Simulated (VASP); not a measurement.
Set up this calculation in VASP 6.6.1, as the native input.

```
Task                   : single point
Functional             : LDA
Potentials or basis    : VASP PAW LDA potentials, release 64 (Bi_d)
Cutoff                 : 520 eV
k mesh                 : 8 × 8 × 8
Occupations            : fermi-dirac, width 0.136057 eV
Spin                   : no spin polarisation
Dipole correction      : no
Further INCAR settings : ALGO = Normal; EDIFF = 1e-07; NBANDS = 22
```

The structure of Bi lies in POSCAR:

```
Bi
1.0
    0.0000000000      3.5520387681      3.5520387681
    3.5520387681      0.0000000000      3.5520387681
    3.5520387681      3.5520387681      0.0000000000
Bi
2
Direct
    0.0000000000      0.0000000000      0.0000000000
    0.2500000000      0.2500000000      0.2500000000
```

The input as run:

INCAR

```
PREC     = Accurate       # precision mode
ENCUT    = 520            # plane-wave cutoff, eV
EDIFF    = 1E-7           # SCF threshold, eV
ISMEAR   = -1             # smearing method
SIGMA    = 0.13605693000000002 # smearing width, eV
LREAL    = False          # projectors in reciprocal space
LASPH    = True           # aspherical terms in the spheres
NELM     = 80             # most SCF steps
ALGO     = Normal         # electronic algorithm
ISIF     = 2              # what is computed and relaxed
LWAVE    = False          # write WAVECAR
LCHARG   = True           # write CHGCAR
LELF     = True           # ELF
LVHAR    = True         
NBANDS   = 22             # bands
```

KPOINTS

```
regular mesh
0
Gamma
  8 8 8
```

Potentials or basis: VASP PAW LDA potentials, release 64 (Bi_d).

Command:

```console
$ cat potpaw_LDA.64/Bi_d/POTCAR > POTCAR
$ mpirun -np 1 vasp_std > vasp.out
```

Results of the run:

```yaml
Pressure: 0.1 GPa
Band_gap_on_the_k_mesh: zero (band 15 reaches 4.60 eV, above the bottom of band 16 at 3.45 eV)
```

Caveat: spin-orbit coupling is left out, which moves the levels of the heavy elements.

Run time: 76 s on 1 thread of Intel(R) Xeon(R) Platinum 8259CL CPU @ 2.50GHz (Skylake/Cascade Lake), on a shared host, peak memory 0.21 GiB.
